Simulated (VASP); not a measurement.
# Zr2AlN3 (P6_3/mmc) in VASP: further runs

Runs on Zr2AlN3. Level: PBE. Tasks: single point, relaxation of cell and atoms.

Everything below comes from runs of VASP 6.6.1. Logs are shortened: lines on timing, memory, paths and dates and some standing lists are left out, and cuts for length are marked.

## (1) The cell of the first run

It takes space group P6_3/mmc (No. 194, hexagonal). Conventional cell: a = 3.090 Å, b = 3.090 Å, c = 16.288 Å, α = 90.00°, β = 90.00°, γ = 120.00°. Within 3.1 Å of Zr (site symmetry 3m) lie 6 N at 2.25 to 2.31 Å and 6 Zr at 3.09 Å. Al (site symmetry -6m2) has 6 N at 2.18 Å within 2.9 Å. Within 3.1 Å of N (site symmetry -3m) lie 6 Zr at 2.25 Å and 8 N at 2.83 to 3.09 Å. N (site symmetry 3m) has 3 Al at 2.18 Å and 3 Zr at 2.31 Å and 2 N at 2.49 to 2.83 Å within 2.9 Å.

## (2) Single point, PBE

INCAR reads:

```
PREC = Accurate
ENCUT = 600
EDIFF = 1E-6
ISMEAR = 0
SIGMA = 0.1
LREAL = False
LASPH = True
NELM = 120
ALGO = Normal
ISIF = 2
LWAVE = False
LCHARG = False
GGA = PE
NBANDS = 54
GGA_COMPAT = False
```

KPOINTS reads:

```
Automatic mesh
0
Gamma
  6 6 1
```

POSCAR reads:

```
Zr2AlN3
1.0
    3.0902807050     -0.0000000027      0.0000000000
   -1.5451403502      2.6762615967      0.0000000000
    0.0000000000      0.0000000000     16.2881580243
Zr Al N
4 2 6
Direct
    0.3333333333      0.6666666667      0.0838344118
    0.3333333333      0.6666666667      0.4161655882
    0.6666666667      0.3333333333      0.5838344118
    0.6666666667      0.3333333333      0.9161655882
    0.3333333333      0.6666666667      0.7500000000
    0.6666666667      0.3333333333      0.2500000000
    0.0000000000      0.0000000000      0.0000000000
    0.0000000000      0.0000000000      0.3264424559
    0.0000000000      0.0000000000      0.6735575441
    0.0000000000      0.0000000000      0.1735575441
    0.0000000000      0.0000000000      0.5000000000
    0.0000000000      0.0000000000      0.8264424559
```

Potentials or basis: VASP PAW PBE potentials, release 64 (Zr_sv, Al, N).

Command:

```sh
cat potpaw_PBE.64/Zr_sv/POTCAR potpaw_PBE.64/Al/POTCAR potpaw_PBE.64/N/POTCAR > POTCAR
mpirun -np 1 vasp_std > vasp.out
```

OUTCAR:

```text
PREC = Accurate
   ENCUT = 600
   EDIFF = 1E-6
   ISMEAR = 0
   LREAL = False
   LASPH = True
   NELM = 120
   ISIF = 2
   GGA = PE

 ion  position               nearest neighbor table
   1  0.333  0.667  0.084-   7 2.25   7 2.25   7 2.25  10 2.31  10 2.31  10 2.31   6 3.24   6 3.24
                             6 3.24   4 3.26   4 3.26   4 3.26
   2  0.333  0.667  0.416-  11 2.25  11 2.25  11 2.25   8 2.31   8 2.31   8 2.31   6 3.24   6 3.24
                             6 3.24   3 3.26   3 3.26   3 3.26
   3  0.667  0.333  0.584-  11 2.25  11 2.25  11 2.25   9 2.31   9 2.31   9 2.31   5 3.24   5 3.24
                             5 3.24   2 3.26   2 3.26   2 3.26
   4  0.667  0.333  0.916-   7 2.25   7 2.25   7 2.25  12 2.31  12 2.31  12 2.31   5 3.24   5 3.24
                             5 3.24   1 3.26   1 3.26   1 3.26
   5  0.333  0.667  0.750-   9 2.18  12 2.18   9 2.18  12 2.18   9 2.18  12 2.18   3 3.24   4 3.24
                             3 3.24   4 3.24   3 3.24   4 3.24
   6  0.667  0.333  0.250-   8 2.18  10 2.18   8 2.18  10 2.18   8 2.18  10 2.18   1 3.24   2 3.24
                             1 3.24   2 3.24   1 3.24   2 3.24
   7  0.000  0.000  0.000-   1 2.25   4 2.25   4 2.25   1 2.25   4 2.25   1 2.25
   8  0.000  0.000  0.326-   6 2.18   6 2.18   6 2.18   2 2.31   2 2.31   2 2.31
   9  0.000  0.000  0.674-   5 2.18   5 2.18   5 2.18   3 2.31   3 2.31   3 2.31
  10  0.000  0.000  0.174-   6 2.18   6 2.18   6 2.18   1 2.31   1 2.31   1 2.31
  11  0.000  0.000  0.500-   2 2.25   3 2.25   3 2.25   2 2.25   3 2.25   2 2.25
  12  0.000  0.000  0.826-   5 2.18   5 2.18   5 2.18   4 2.31   4 2.31   4 2.31

  LATTYP: Found a hexagonal cell.
 ALAT       =     3.0902807050
 C/A-ratio  =     5.2707697388

  Lattice vectors:

 A1 = (   3.0902807050,  -0.0000000027,   0.0000000000)
 A2 = (  -1.5451403502,   2.6762615967,   0.0000000000)
 A3 = (   0.0000000000,   0.0000000000,  16.2881580243)

Analysis of symmetry for initial positions (statically):
=====================================================================
 Subroutine PRICEL returns:
 Original cell was already a primitive cell.

 Routine SETGRP: Setting up the symmetry group for a
 hexagonal supercell.

 Subroutine GETGRP returns: Found 24 space group operations
 (whereof 12 operations were pure point group operations)
 out of a pool of 24 trial point group operations.

The static configuration has the point symmetry D_3d.
 The point group associated with its full space group is D_6h.

Analysis of symmetry for dynamics (positions and initial velocities):
=====================================================================
 Subroutine PRICEL returns:
 Original cell was already a primitive cell.

 Routine SETGRP: Setting up the symmetry group for a
 hexagonal supercell.

 Subroutine GETGRP returns: Found 24 space group operations
 (whereof 12 operations were pure point group operations)
 out of a pool of 24 trial point group operations.

The dynamic configuration has the point symmetry D_3d.
 The point group associated with its full space group is D_6h.

 Subroutine INISYM returns: Found 24 space group operations
 (whereof 12 operations are pure point group operations),
 and found     1 'primitive' translations

----------------------------------------------------------------------------------------

                                     Primitive cell

  volume of cell :     134.7096

  direct lattice vectors                    reciprocal lattice vectors
     3.090280705 -0.000000003  0.000000000     0.323595199  0.186827775  0.000000000
    -1.545140350  2.676261597  0.000000000     0.000000000  0.373655551  0.000000000
     0.000000000  0.000000000 16.288158024     0.000000000  0.000000000  0.061394296

  length of vectors
     3.090280705  3.090280705 16.288158024     0.373655551  0.373655551  0.061394296

  position of ions in fractional coordinates (direct lattice)
     0.333333333  0.666666667  0.083834412
     0.333333333  0.666666667  0.416165588
     0.666666667  0.333333333  0.583834412
[... 56 lines left out ...]
      4     -37.9139      2.00000
      5     -16.5553      2.00000
      6     -16.5512      2.00000
[... 46 lines left out ...]
     53      14.5026      0.00000
     54      14.5387      0.00000

 k-point     3 :       0.3333    0.0000    0.0000
  band No.  band energies     occupation
      1     -37.8844      2.00000
      2     -37.8844      2.00000
      3     -37.8447      2.00000
      4     -37.8447      2.00000
      5     -16.5928      2.00000
      6     -16.5923      2.00000
[... 46 lines left out ...]
     53      15.0827      0.00000
     54      15.2801      0.00000

 k-point     4 :       0.5000    0.0000    0.0000
  band No.  band energies     occupation
      1     -37.8347      2.00000
      2     -37.8347      2.00000
      3     -37.8131      2.00000
      4     -37.8130      2.00000
      5     -16.8654      2.00000
      6     -16.8646      2.00000
[... 46 lines left out ...]
     53      15.9222      0.00000
     54      16.0142      0.00000

 k-point     5 :       0.1667    0.1667    0.0000
  band No.  band energies     occupation
      1     -37.9078      2.00000
      2     -37.9078      2.00000
      3     -37.8616      2.00000
      4     -37.8616      2.00000
      5     -16.4657      2.00000
      6     -16.4649      2.00000
[... 46 lines left out ...]
     53      15.3027      0.00000
     54      15.3484      0.00000

 k-point     6 :       0.3333    0.1667    0.0000
  band No.  band energies     occupation
      1     -37.8353      2.00000
      2     -37.8352      2.00000
      3     -37.8127      2.00000
      4     -37.8127      2.00000
      5     -16.7153      2.00000
      6     -16.7146      2.00000
[... 46 lines left out ...]
     53      15.5201      0.00000
     54      16.1814      0.00000

 k-point     7 :       0.3333    0.3333    0.0000
  band No.  band energies     occupation
      1     -37.8036      2.00000
      2     -37.8036      2.00000
      3     -37.8036      2.00000
      4     -37.8036      2.00000
      5     -16.5938      2.00000
      6     -16.5930      2.00000
[... 46 lines left out ...]
     53      15.3772      0.00000
     54      15.9554      0.00000

------------------------ aborting loop because EDIFF is reached ----------------------------------------

  FORCE on cell =-STRESS in cart. coord.  units (eV):
  Direction    XX          YY          ZZ          XY          YZ          ZX
  --------------------------------------------------------------------------------------
  -------------------------------------------------------------------------------------
  Total       -0.3051200     -0.3051200     -0.2413585      0.0000000      0.0000000     -0.0000000
  in kB       -3.6289646     -3.6289646     -2.8706132      0.0000000      0.0000000     -0.0000000
  external PRESSURE =      -3.3761808 kB  Pullay stress =       0.0000000 kB

 VOLUME and BASIS-vectors are now :
 -----------------------------------------------------------------------------
  energy-cutoff  :      600.00
  volume of cell :      134.71
      direct lattice vectors                 reciprocal lattice vectors
     3.090280705 -0.000000003  0.000000000     0.323595199  0.186827775  0.000000000
    -1.545140350  2.676261597  0.000000000     0.000000000  0.373655551  0.000000000
     0.000000000  0.000000000 16.288158024     0.000000000  0.000000000  0.061394296

 POSITION                                       TOTAL-FORCE (eV/Angst)
 -----------------------------------------------------------------------------------
      0.00000      1.78417      1.36551         0.000000      0.000000      0.002451
      0.00000      1.78417      6.77857         0.000000     -0.000000     -0.002451
      1.54514      0.89209      9.50959        -0.000000     -0.000000      0.002451
      1.54514      0.89209     14.92265        -0.000000     -0.000000     -0.002451
      0.00000      1.78417     12.21612        -0.000000      0.000000      0.000000
      1.54514      0.89209      4.07204        -0.000000      0.000000      0.000000
      0.00000      0.00000      0.00000        -0.000000      0.000000      0.000000
      0.00000      0.00000      5.31715        -0.000000      0.000000     -0.038643
      0.00000      0.00000     10.97101        -0.000000      0.000000      0.038643
      0.00000      0.00000      2.82693        -0.000000      0.000000      0.038643
      0.00000      0.00000      8.14408        -0.000000      0.000000      0.000000
      0.00000      0.00000     13.46123        -0.000000      0.000000     -0.038643
 -----------------------------------------------------------------------------------
    total drift:                               -0.000000      0.000000     -0.000000

  FREE ENERGIE OF THE ION-ELECTRON SYSTEM (eV)
  ---------------------------------------------------
  free  energy   TOTEN  =      -106.7095844232 eV

  energy  without entropy=     -106.6889944111  energy(sigma->0) =     -106.69928942
```

Run time: 69 s. Hardware: 1 thread of Intel Xeon 6975P-C (Granite Rapids), shared host; peak memory 0.32 GiB.

Results:

| Property | Result |
| --- | --- |
| Free energy | -106.7096 eV |
| Pressure | -0.3 GPa |
| Largest force | 0.039 eV/Å |
| Band gap on the k mesh | zero (bands 42 and 43 overlap by 0.89 eV) |

Forces on the atoms (eV/Å):
```
Zr   0.000  0.000  0.002
Zr   0.000  0.000 -0.002
Zr   0.000  0.000  0.002
Zr   0.000  0.000 -0.002
Al   0.000  0.000  0.000
Al   0.000  0.000  0.000
N    0.000  0.000  0.000
N    0.000  0.000 -0.039
N    0.000  0.000  0.039
N    0.000  0.000  0.039
N    0.000  0.000  0.000
N    0.000  0.000 -0.039
```

Caveat: the k points lie up to 0.39 Å⁻¹ apart, too coarse for converged energies and pressures of a metal.

## (3) Single point, PBE

This run uses another cell than the first one, of 13.38 Å³/atom.

INCAR reads:

```
SYSTEM = Zr2AlN3
  ALGO = Normal
  EDIFF = 1E-6
  ENCUT = 600
  GGA = PE
  GGA_COMPAT = .False.
  ISIF = 2
  ISMEAR = 0
  LASPH = .True.
  LCHARG = .True.
  LELF = .True.
  LREAL = .False.
  LVHAR = .True.
  LWAVE = .False.
  NBANDS = 54
  NELM = 120
  PREC = Accurate
  SIGMA = 0.1
```

KPOINTS reads:

```
k-points
0
Gamma
  6 6 1
  0 0 0
```

POSCAR reads:

```
Zr2AlN3
1.0
    3.2984416700      0.0000000000      0.0000000000
   -1.6492208300      2.8565342800      0.0000000000
    0.0000000000      0.0000000000     17.0451322500
Zr Al N
4 2 6
Direct
    0.3333333300      0.6666666700      0.0833333300
    0.3333333300      0.6666666700      0.4166666700
    0.6666666700      0.3333333300      0.5833333300
    0.6666666700      0.3333333300      0.9166666700
    0.3333333300      0.6666666700      0.7500000000
    0.6666666700      0.3333333300      0.2500000000
    0.0000000000      0.0000000000      0.0000000000
    0.0000000000      0.0000000000      0.3333333300
    0.0000000000      0.0000000000      0.6666666700
    0.0000000000      0.0000000000      0.1666666700
    0.0000000000      0.0000000000      0.5000000000
    0.0000000000      0.0000000000      0.8333333300
```

Potentials or basis: VASP PAW PBE potentials, release 64 (Zr_sv, Al, N).

Command:

```sh
cat potpaw_PBE.64/Zr_sv/POTCAR potpaw_PBE.64/Al/POTCAR potpaw_PBE.64/N/POTCAR > POTCAR
mpirun -np 1 vasp_std > vasp.out
```

Run time: 79 s. Hardware: 1 thread of Intel Xeon 6975P-C (Granite Rapids), shared host; peak memory 0.34 GiB.

The run converged. Its results:

* Free energy: -103.9538 eV
* Pressure: -26.0 GPa
* Largest force: 0.927 eV/Å
* Band gap on the k mesh: zero (bands 42 and 43 overlap by 0.67 eV)

Forces on the atoms (eV/Å):
```
Zr   0.000  0.000 -0.830
Zr   0.000  0.000  0.830
Zr   0.000  0.000 -0.830
Zr   0.000  0.000  0.830
Al   0.000  0.000  0.000
Al   0.000  0.000  0.000
N    0.000  0.000  0.000
N    0.000  0.000 -0.927
N    0.000  0.000  0.927
N    0.000  0.000  0.927
N    0.000  0.000  0.000
N    0.000  0.000 -0.927
```

Stress tensor (GPa, compression positive):
```
-26.96   0.00   0.00
  0.00 -26.96   0.00
  0.00   0.00 -24.16
```

Levels at points of the mesh, in eV from the Fermi level:
| k point | band 39 | band 40 | band 41 | band 42 | band 43 | band 44 | band 45 | band 46 |
| --- | --- | --- | --- | --- | --- | --- | --- | --- |
| (0.00, 0.00, 0.00) | -2.57 | -1.56 | -0.69 | 0.70 | 0.70 | 0.97 | 1.28 | 1.28 |
| (0.50, 0.00, 0.00) | -2.63 | -1.86 | -1.47 | -0.69 | 0.13 | 0.78 | 1.09 | 1.72 |

Caveat: the k points lie up to 0.37 Å⁻¹ apart, too coarse for converged energies and pressures of a metal.

## (4) Relaxation of cell and atoms, PBE

This run uses another cell than the first one, of 13.38 Å³/atom.

INCAR reads:

```
PREC = Accurate
ENCUT = 600
EDIFF = 1E-7
ISMEAR = 0
SIGMA = 0.1
LREAL = False
LASPH = True
NELM = 120
ALGO = Normal
ISIF = 3
LWAVE = False
LCHARG = False
GGA = PE
IBRION = 2
NSW = 90
EDIFFG = -0.04
GGA_COMPAT = False
NELMIN = 4
```

KPOINTS reads:

```
regular mesh
0
Gamma
  6 6 1
```

POSCAR is that of step 3.

Command:

```sh
cat potpaw_PBE.64/Zr_sv/POTCAR potpaw_PBE.64/Al/POTCAR potpaw_PBE.64/N/POTCAR > POTCAR
mpirun -np 1 vasp_std > vasp.out
```

Wall time 9 min (1 thread of Intel Xeon 6975P-C (Granite Rapids), shared host); peak memory 0.37 GiB.

The run converged. Its results:

```
Free energy                           : -106.7477 eV
Relaxed volume                        : 11.21 Å³/atom
Relaxed cell                          : a = 3.088 Å, b = 3.088 Å, c = 16.289 Å, α = 90.00°, β = 90.00°, γ = 120.00°
Space group after relaxing (to 0.1 Å) : P6_3/mmc (No. 194)
Energy gained by relaxing             : 232.8 meV/atom
Ionic steps                           : 10
Pressure after relaxing               : -0.1 GPa
Largest force after relaxing          : 0.013 eV/Å
Band gap on the k mesh                : zero (bands 42 and 43 overlap by 0.90 eV)
```

Forces on the atoms (eV/Å):
```
Zr   0.000  0.000 -0.013
Zr   0.000  0.000  0.013
Zr   0.000  0.000 -0.013
Zr   0.000  0.000  0.013
Al   0.000  0.000  0.000
Al   0.000  0.000  0.000
N    0.000  0.000  0.000
N    0.000  0.000 -0.013
N    0.000  0.000  0.013
N    0.000  0.000  0.013
N    0.000  0.000  0.000
N    0.000  0.000 -0.013
```

Stress tensor (GPa, compression positive):
```
 0.02  0.00  0.00
 0.00  0.02  0.00
 0.00  0.00 -0.20
```

The path:
| step | energy change (eV) | largest force (eV/Å) | pressure (GPa) | volume (Å³) |
| --- | --- | --- | --- | --- |
| 1 | 0.0000 | 0.9272 | -26.02 | 160.60 |
| 2 | 0.4696 | 2.2612 | 53.90 | 115.18 |
| 3 | -2.4583 | 1.6761 | -0.17 | 136.24 |
| 4 | -2.4613 | 1.6946 | 0.91 | 135.59 |
| 5 | -2.7413 | 0.7028 | 0.96 | 134.49 |
| 6 | -2.7422 | 0.7473 | 1.00 | 134.43 |
| 7 | -2.7872 | 0.1086 | -1.77 | 135.46 |
| 8 | -2.7906 | 0.0699 | -1.24 | 135.25 |
| 9 | -2.7914 | 0.0879 | 1.01 | 133.87 |
| 10 | -2.7940 | 0.0132 | -0.05 | 134.51 |

Final structure:
```
Zr Al N
1.0
     3.08790    0.00000    0.00000
    -1.54395    2.67420    0.00000
     0.00000    0.00000   16.28915
Zr Al N
4 2 6
Direct
  0.33333 0.66667 0.08390
  0.33333 0.66667 0.41610
  0.66667 0.33333 0.58390
  0.66667 0.33333 0.91610
  0.33333 0.66667 0.75000
  0.66667 0.33333 0.25000
  0.00000 0.00000 0.00000
  0.00000 0.00000 0.32633
  0.00000 0.00000 0.67367
  0.00000 0.00000 0.17367
  0.00000 0.00000 0.50000
  0.00000 0.00000 0.82633
```

Levels at points of the mesh, in eV from the Fermi level:
| k point | band 39 | band 40 | band 41 | band 42 | band 43 | band 44 | band 45 | band 46 |
| --- | --- | --- | --- | --- | --- | --- | --- | --- |
| (0.00, 0.00, 0.00) | -2.46 | -1.46 | -0.52 | 0.90 | 1.34 | 1.34 | 1.49 | 1.49 |
| (0.50, 0.00, 0.00) | -2.60 | -1.89 | -1.75 | -0.57 | 0.33 | 0.99 | 1.59 | 3.06 |

Caveat: the k points lie up to 0.39 Å⁻¹ apart in the final cell, too coarse for converged energies and pressures of a metal; the volume moved by over 15 % at a fixed basis, so the end points are rough.

## (5) Single point, PBE

INCAR reads:

```
SYSTEM = Zr2AlN3
PREC = Accurate
ENCUT = 600
EDIFF = 1E-6
ISMEAR = 0
SIGMA = 0.1
LREAL = .FALSE.
LASPH = .TRUE.
NELM = 120
ALGO = Normal
ISIF = 2
LWAVE = .FALSE.
LCHARG = .TRUE.
GGA = PE
LELF = .TRUE.
LVHAR = .TRUE.
NBANDS = 54
GGA_COMPAT = .FALSE.
```

KPOINTS reads:

```
regular mesh
0
G
  12 12 4
  0 0 0
```

POSCAR reads:

```
Zr2AlN3
1.0
    3.0936120111      0.0000000000      0.0000000000
   -1.5468060056      2.6791465911      0.0000000000
    0.0000000000      0.0000000000     16.2308615575
Zr Al N
4 2 6
Direct
    0.3333333333      0.6666666667      0.0838256274
    0.3333333333      0.6666666667      0.4161743726
    0.6666666667      0.3333333333      0.5838256274
    0.6666666667      0.3333333333      0.9161743726
    0.3333333333      0.6666666667      0.7500000000
    0.6666666667      0.3333333333      0.2500000000
    0.0000000000      0.0000000000      0.0000000000
    0.0000000000      0.0000000000      0.3264919395
    0.0000000000      0.0000000000      0.6735080605
    0.0000000000      0.0000000000      0.1735080605
    0.0000000000      0.0000000000      0.5000000000
    0.0000000000      0.0000000000      0.8264919395
```

Command:

```sh
cat potpaw_PBE.64/Zr_sv/POTCAR potpaw_PBE.64/Al/POTCAR potpaw_PBE.64/N/POTCAR > POTCAR
mpirun -np 1 vasp_std > vasp.out
```

Run time: 6.1 min. Hardware: 1 thread of Intel Xeon 6975P-C (Granite Rapids), shared host; peak memory 0.58 GiB.

It converged, with:

| Item | Value |
| --- | --- |
| Free energy | -106.7518 eV |
| Pressure | 0.0 GPa |
| Largest force | 0.017 eV/Å |
| Band gap on the k mesh | zero (bands 42 and 43 overlap by 0.96 eV) |

Forces on the atoms (eV/Å):
```
Zr   0.000  0.000  0.013
Zr   0.000  0.000 -0.013
Zr   0.000  0.000  0.013
Zr   0.000  0.000 -0.013
Al   0.000  0.000  0.000
Al   0.000  0.000  0.000
N    0.000  0.000  0.000
N    0.000  0.000 -0.017
N    0.000  0.000  0.017
N    0.000  0.000  0.017
N    0.000  0.000  0.000
N    0.000  0.000 -0.017
```

Levels at points of the mesh, in eV from the Fermi level:
| k point | band 38 | band 39 | band 40 | band 41 | band 42 | band 43 | band 44 | band 45 | band 46 | band 47 |
| --- | --- | --- | --- | --- | --- | --- | --- | --- | --- | --- |
| (0.00, 0.00, 0.00) | -2.61 | -2.61 | -1.54 | -0.55 | 0.84 | 1.26 | 1.26 | 1.31 | 1.44 | 1.50 |
| (0.50, 0.00, 0.00) | -3.33 | -2.74 | -1.97 | -1.83 | -0.66 | 0.24 | 0.92 | 1.48 | 2.98 | 3.28 |
| (0.00, 0.00, 0.50) | -2.73 | -2.61 | -2.61 | 0.27 | 0.27 | 1.38 | 1.38 | 1.38 | 1.38 | 1.47 |
| (0.50, 0.00, 0.50) | -2.94 | -2.93 | -2.93 | -1.07 | -1.07 | 0.54 | 0.54 | 2.10 | 2.10 | 3.38 |

## (6) Overview

```tsv
task	cell	k mesh	gap on the mesh (eV)	pressure (GPa)	largest force (eV/Å)
single point	a = 3.090, b = 3.090, c = 16.288 Å, angles 90.0, 90.0, 120.0°, 12 atoms, atomic positions A	6 × 6 × 1	none	-0.3	0.04
single point	a = 3.298, b = 3.298, c = 17.045 Å, angles 90.0, 90.0, 120.0°, 12 atoms, atomic positions B	6 × 6 × 1	none	-26.0	0.93
relaxation of cell and atoms	relaxed from a = 3.298, b = 3.298, c = 17.045 Å, angles 90.0, 90.0, 120.0°, 12 atoms, atomic positions B	6 × 6 × 1	none	-0.1	0.01
single point	a = 3.094, b = 3.094, c = 16.231 Å, angles 90.0, 90.0, 120.0°, 12 atoms, atomic positions C	12 × 12 × 4	none	0.0	0.02
```

Alike in all rows: level PBE; potentials or basis VASP PAW PBE potentials, release 64 (Zr_sv, Al, N); no spin polarisation; cutoff (eV) 600; smearing gaussian 0.1 eV.

Caveats: some runs use coarse meshes; the volume moved by over 15 % at a fixed basis, so the end points are rough (at least some runs).

Total energies depend on the potentials used, so only differences within one code and one set of settings carry meaning.
